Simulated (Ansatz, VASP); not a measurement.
**One calculation of MgS, two programs**

INCAR

```
SYSTEM = MgS
PREC     = Accurate       ! precision mode
ENCUT    = 520            ! plane-wave cutoff, eV
EDIFF    = 1E-7           ! SCF threshold, eV
ISMEAR   = -1             ! smearing method
SIGMA    = 0.05           ! smearing width, eV
LREAL    = .False.        ! projectors in reciprocal space
LASPH    = .True.         ! aspherical terms in the spheres
NELM     = 100            ! most SCF steps
ALGO     = Normal         ! electronic algorithm
ISIF     = 2              ! what is computed and relaxed
LWAVE    = .False.        ! write WAVECAR
LCHARG   = .False.        ! write CHGCAR
GGA      = CA             ! functional
NBANDS   = 16             ! bands
```

File KPOINTS:

```
Automatic mesh
0
Gamma
  8 8 4
  0 0 0
```

File POSCAR:

```
MgS
1.0
    3.9522600636      0.0000000000      0.0000000000
   -1.9761300318      3.4227576175      0.0000000000
    0.0000000000      0.0000000000      6.3009860259
S Mg
2 2
Direct
    0.6666666667      0.3333333333      0.8792441500
    0.3333333333      0.6666666667      0.3792441500
    0.3333333333      0.6666666667      0.9957548500
    0.6666666667      0.3333333333      0.4957548500
```

File input.yaml:

```yaml
crystal:
  lattice:
    - [3.9522600636, 0.0, 0.0]
    - [-1.9761300318, 3.4227576175, 0.0]
    - [0.0, 0.0, 6.3009860259]
  atoms:
    - { symbol: S, position: [0.6666666667, 0.3333333333, 0.87924415] }
    - { symbol: S, position: [0.3333333333, 0.6666666667, 0.37924415] }
    - { symbol: Mg, position: [0.3333333333, 0.6666666667, 0.99575485] }
    - { symbol: Mg, position: [0.6666666667, 0.3333333333, 0.49575485] }
kpoints:
  mp_grid: { grid: [8, 8, 4] }
scf:
  occupations: { method: fermi_dirac, width: 0.05 }
hamiltonian:
  xc: lda
  pseudopotentials: { kind: all_electron, lapw: { basis_error: 0.002 } }
output:
  forces: true
  stress: true
  eigenvalues: true
```

Change from the starting cell: volume scaled by 0.94.

Alike in both runs: task single point; functional LDA; k mesh 8 × 8 × 4; occupations fermi-dirac, width 0.05 eV; no spin polarisation.

|  | VASP | Ansatz |
| --- | --- | --- |
| version | VASP 6.6.1 | Ansatz 0.2.0 |
| potentials or method | VASP PAW LDA potentials, release 64 (S, Mg), cutoff 520 eV | all-electron LAPW, scalar-relativistic |

Ansatz gave:

```
gap on the k mesh at the Fermi level (eV)                     : 3.46
least direct gap on the mesh (eV)                             : 3.46
pressure (GPa)                                                : 1.7
traceless stress, the component that is largest in VASP (GPa) : -0.32
rms of the force components (eV/Å)                            : 0.026
```

Question: What did VASP give for the same quantities?

Answer: gap on the k mesh at the Fermi level (eV): 3.47; least direct gap on the mesh (eV): 3.47; pressure (GPa): 1.3; traceless stress, the component that is largest in VASP (GPa): -0.30; rms of the force components (eV/Å): 0.027.

LDA's correlation is that of Perdew and Zunger in VASP and of Perdew and Wang (1992) in Ansatz. Atom by atom the forces differ by 0.002 eV/Å (rms over components). Ansatz ran all-electron here, and VASP with PAW potentials.
